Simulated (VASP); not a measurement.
Runs of VASP 6.6.1 on InP. The structure is that of space group F-43m (No. 216), or close to it. The cells are those of the table. 

```tsv
task	cell	gap on the mesh (eV)	pressure (GPa)
single point	a = 4.065 Å, angles 60.0°, 2 atoms	1.03	(b)
single point	a = 4.150 Å, angles 60.0°, 2 atoms	0.69	3.0
single point	a = 4.171, b = 4.171, c = 4.150 Å, angles 60.2, 60.2, 59.7°, 2 atoms	(a)	2.3
relaxation of the atoms	atoms relaxed from a = 4.192, b = 4.192, c = 4.150 Å, angles 60.3, 60.3, 59.3°, 2 atoms	0.55	1.6
electric field gradients	a = 4.150 Å, angles 60.0°, 2 atoms	0.69	3.0
```

Alike in all rows: level PBE; potentials or basis VASP PAW PBE potentials, release 64 (In_d, P); no spin polarisation; k mesh 13 × 13 × 13; cutoff (eV) 520; smearing fermi-dirac 0.02 eV.

Q: Fill in the values left out.

A: (a) 0.62; (b) 8.2.

Caveats: spin-orbit coupling is left out, which moves the levels of the heavy elements; the relaxation stopped at its first step, so nothing moved (some runs).

A k mesh can miss the band edges, and the runs leave out spin-orbit coupling on In.
